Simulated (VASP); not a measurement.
# H (Cmce) in VASP: notebook, part 2 of 2

VASP 6.6.1.

## 3. Single point, LDA

Input file INCAR:

```
PREC     = Accurate       # precision mode
ENCUT    = 520            # plane-wave cutoff, eV
EDIFF    = 1E-7           # SCF threshold, eV
ISMEAR   = 0              # smearing method
SIGMA    = 0.02           # smearing width, eV
LREAL    = F              # projectors in reciprocal space
LASPH    = T              # aspherical terms in the spheres
NELM     = 60             # most SCF steps
ALGO     = Normal         # electronic algorithm
ISIF     = 2              # what is computed and relaxed
LWAVE    = F              # write WAVECAR
LCHARG   = T              # write CHGCAR
LELF     = T              # ELF
LVHAR    = T            
NBANDS   = 10             # bands
```

Input file KPOINTS:

```
regular mesh
0
Gamma
  6 6 6
```

Input file POSCAR:

```
H
1.0
    2.6234813799     -2.5669048168      0.0000000000
    2.6234813799      2.5669048168      0.0000000000
    0.0000000000      0.0000000000      4.1418180000
H
4
Direct
    0.9532956300      0.0467043700      0.0685088900
    0.4532956300      0.5467043700      0.4314911100
    0.5467043700      0.4532956300      0.5685088900
    0.0467043700      0.9532956300      0.9314911100
```

Potentials or basis: VASP PAW LDA potentials, release 64 (H).

The run is started by

```bash
> cat potpaw_LDA.64/H/POTCAR > POTCAR
> mpirun -np 1 vasp_std > vasp.out
```

OUTCAR:

```text
PREC = Accurate
   ENCUT = 520
   EDIFF = 1E-7
   ISMEAR = 0
   LREAL = F
   LASPH = T
   NELM = 60
   ISIF = 2

 ion  position               nearest neighbor table
   1  0.953  0.047  0.069-   4 0.74
   2  0.453  0.547  0.431-   3 0.74
   3  0.547  0.453  0.569-   2 0.74
   4  0.047  0.953  0.931-   1 0.74

  LATTYP: Found a base centered orthorhombic cell.
 ALAT       =     5.1338096336
 B/A-ratio  =     1.0220407717
 C/A-ratio  =     0.8067728053

  Lattice vectors:

[... 499 lines left out ...]
      8       8.3491      0.00000
      9       8.7762      0.00000
     10       9.2026      0.00000

 [... further k-points ...]
[... 5 lines left out ...]
  --------------------------------------------------------------------------------------
  -------------------------------------------------------------------------------------
  Total       -0.2426280      0.2889325      0.5463955      0.0000000      0.0000000      0.0000000
  in kB       -6.9685549      8.2984737     15.6931072      0.0000000      0.0000000      0.0000000
  external PRESSURE =       5.6743420 kB  Pullay stress =       0.0000000 kB

 VOLUME and BASIS-vectors are now :
 -----------------------------------------------------------------------------
  energy-cutoff  :      520.00
  volume of cell :       55.78
      direct lattice vectors                 reciprocal lattice vectors
     2.623481380 -2.566904817  0.000000000     0.190586449 -0.194787121  0.000000000
     2.623481380  2.566904817  0.000000000     0.190586449  0.194787121  0.000000000
     0.000000000  0.000000000  4.141818000     0.000000000  0.000000000  0.241439870

 POSITION                                       TOTAL-FORCE (eV/Angst)
 -----------------------------------------------------------------------------------
      2.62348     -2.32713      0.28375         0.000000      0.596059      0.705299
      2.62348      0.23977      1.78716         0.000000      0.596059     -0.705299
      2.62348     -0.23977      2.35466         0.000000     -0.596059      0.705299
      2.62348      2.32713      3.85807         0.000000     -0.596059     -0.705299
 -----------------------------------------------------------------------------------
    total drift:                                0.000000     -0.000000      0.000000

  FREE ENERGIE OF THE ION-ELECTRON SYSTEM (eV)
  ---------------------------------------------------
  free  energy   TOTEN  =       -13.5008574704 eV

  energy  without entropy=      -13.5008574704  energy(sigma->0) =      -13.50085747
```

OSZICAR:

```text
N       E                     dE             d eps       ncg     rms          rms(c)
DAV:   1    -0.105385813779E+02   -0.10539E+02   -0.12162E+03  1040   0.269E+02
DAV:   2    -0.147377375294E+02   -0.41992E+01   -0.41629E+01  1370   0.371E+01
DAV:   3    -0.148474758787E+02   -0.10974E+00   -0.10968E+00  1248   0.498E+00
DAV:   4    -0.148477586121E+02   -0.28273E-03   -0.28273E-03  1156   0.293E-01
DAV:   5    -0.148477596308E+02   -0.10187E-05   -0.10187E-05  1184   0.178E-02    0.645E+00
DAV:   6    -0.138985476788E+02    0.94921E+00   -0.52243E-01  1072   0.261E+00    0.342E+00
DAV:   7    -0.134961913572E+02    0.40236E+00   -0.91776E-01  1094   0.359E+00    0.391E-01
DAV:   8    -0.135021891584E+02   -0.59978E-02   -0.10417E-02  1092   0.388E-01    0.197E-01
DAV:   9    -0.135008499640E+02    0.13392E-02   -0.23015E-03  1142   0.169E-01    0.197E-02
DAV:  10    -0.135008525838E+02   -0.26198E-05   -0.44217E-05  1112   0.335E-02    0.988E-03
DAV:  11    -0.135008574587E+02   -0.48749E-05   -0.33998E-06  1144   0.669E-03    0.519E-04
DAV:  12    -0.135008574704E+02   -0.11656E-07   -0.60945E-08  1126   0.127E-03
   1 F= -.13500857E+02 E0= -.13500857E+02  d E =-.769227E-18
```

Wall time 33 s (1 thread of AMD EPYC 7R43 (Zen 3), shared host); peak memory 0.1 GiB.

Results:

* Free energy: -13.5009 eV
* Pressure: 0.6 GPa
* Largest force: 0.923 eV/Å
* Band gap on the k mesh: 8.69 eV, indirect (least direct gap 9.35 eV)

Forces in eV/Å, atoms in the order of the input:
```
H    0.000  0.596  0.705
H    0.000  0.596 -0.705
H    0.000 -0.596  0.705
H    0.000 -0.596 -0.705
```

A k mesh can miss the band edges. LDA gaps usually lie below the measured ones, often by a third to a half.

## 4. Single point, PBEsol

Input file INCAR:

```
SYSTEM = H
ALGO = Normal ; EDIFF = 1E-7
ENCUT = 520 ; GGA = PS
ISIF = 2 ; ISMEAR = 0
LASPH = .True. ; LCHARG = .False.
LREAL = .False. ; LWAVE = .False.
NBANDS = 10 ; NELM = 60
PREC = Accurate ; SIGMA = 0.02
```

Input file KPOINTS:

```
k-points
0
Gamma
  6 6 6
  0 0 0
```

POSCAR is that of step 3.

Potentials or basis: VASP PAW PBE potentials, release 64 (H).

The run is started by

```bash
> cat potpaw_PBE.64/H/POTCAR > POTCAR
> mpirun -np 1 vasp_std > vasp.out
```

Wall time 38 s (1 thread of AMD EPYC 7R43 (Zen 3), shared host); peak memory 0.12 GiB.

The run converged. Its results:

| Quantity | Value |
| --- | --- |
| Free energy | -13.0485 eV |
| Pressure | 0.7 GPa |
| Largest force | 0.574 eV/Å |
| Band gap on the k mesh | 9.14 eV, indirect (least direct gap 9.76 eV) |

Forces in eV/Å, atoms in the order of the input:
```
H    0.000  0.370  0.439
H    0.000  0.370 -0.439
H    0.000 -0.370  0.439
H    0.000 -0.370 -0.439
```

Stress tensor (GPa, compression positive):
```
-0.13  0.00  0.00
 0.00  0.82  0.00
 0.00  0.00  1.29
```

Levels at points of the mesh, in eV from the valence-band top:
```csv
k point,band 1,band 2,band 3,band 4,band 5
"(0.00, 0.00, 0.00)",-1.82,0.00,11.29,12.60,13.06
"(0.50, 0.00, 0.00)",-0.77,-0.77,10.72,10.72,13.81
"(0.50, 0.50, 0.00)",-0.60,-0.42,9.47,10.30,14.10
"(0.00, 0.00, 0.50)",-0.91,-0.91,10.41,10.41,15.55
"(0.50, 0.00, 0.50)",-0.62,-0.62,9.14,9.14,15.85
"(0.50, 0.50, 0.50)",-0.41,-0.41,10.91,10.91,12.46
```

Caveat: the PAW data sets were made with another functional, which shifts forces and pressure a little.

## 5. Single point, r2SCAN

POSCAR is that of step 4.

Input file INCAR.step1:

```
SYSTEM = H
ALGO = Normal
EDIFF = 1E-4
ENCUT = 520
GGA = PE
ISMEAR = 0
LASPH = .True.
LCHARG = .False.
LREAL = .False.
LWAVE = .True.
NBANDS = 10
NELM = 100
PREC = Accurate
SIGMA = 0.02
```

Input file INCAR.step2:

```
SYSTEM = H
ALGO = Normal
EDIFF = 1E-6
ENCUT = 520
ISIF = 2
ISMEAR = 0
ISTART = 1
LASPH = .True.
LCHARG = .False.
LMIXTAU = .True.
LREAL = .False.
LWAVE = .False.
METAGGA = R2SCAN
NBANDS = 10
NELM = 100
PREC = Accurate
SIGMA = 0.02
```

KPOINTS is that of step 4.

The run is started by

```bash
> cat potpaw_PBE.64/H/POTCAR > POTCAR
> cp INCAR.step1 INCAR
> mpirun -np 1 vasp_std > vasp.out
> cp INCAR.step2 INCAR
> mpirun -np 1 vasp_std > vasp.out
```

It took 2.4 min on 1 thread of AMD EPYC 7R43 (Zen 3), shared host; peak memory 0.13 GiB.

The run converged. Its results:

```yaml
Free_energy: -13.8123 eV
Pressure: -0.2 GPa
Largest_force: 0.026 eV/Å
Band_gap_on_the_k_mesh: 10.10 eV, indirect (least direct gap 10.71 eV)
```

Forces in eV/Å, atoms in the order of the input:
```
H    0.000 -0.017 -0.020
H    0.000 -0.017  0.020
H    0.000  0.017 -0.020
H    0.000  0.017  0.020
```

Levels at points of the mesh, in eV from the valence-band top:
```csv
k point,band 1,band 2,band 3,band 4,band 5
"(0.00, 0.00, 0.00)",-1.78,0.00,12.27,13.82,14.05
"(0.50, 0.00, 0.00)",-0.75,-0.75,11.75,11.75,14.87
"(0.50, 0.50, 0.00)",-0.59,-0.42,10.44,11.36,15.01
"(0.00, 0.00, 0.50)",-0.89,-0.89,11.39,11.39,16.69
"(0.50, 0.00, 0.50)",-0.62,-0.62,10.10,10.10,17.24
"(0.50, 0.50, 0.50)",-0.41,-0.41,11.86,11.86,13.60
```

Caveat: the PAW data sets were made with another functional, which shifts forces and pressure a little. A k mesh can miss the band edges.

## 6. The runs side by side

| level | potentials or basis | gap on the mesh (eV) | pressure (GPa) | largest force (eV/Å) |
| --- | --- | --- | --- | --- |
| PBE | VASP PAW PBE potentials, release 64 (H) | 9.27 | 0.3 | 0.26 |
| LDA | VASP PAW LDA potentials, release 64 (H) | 8.69 | 0.6 | 0.92 |
| PBEsol | VASP PAW PBE potentials, release 64 (H) | 9.14 | 0.7 | 0.57 |
| r2SCAN | VASP PAW PBE potentials, release 64 (H) | 10.10 | -0.2 | 0.03 |

Alike in all rows: task single point; no spin polarisation; cell as given; k mesh 6 × 6 × 6; cutoff (eV) 520; smearing gaussian 0.02 eV.

Caveats: the PAW data sets were made with another functional, which shifts forces and pressure a little (some runs).

Total energies depend on the potentials used, so only differences within one code and one set of settings carry meaning.
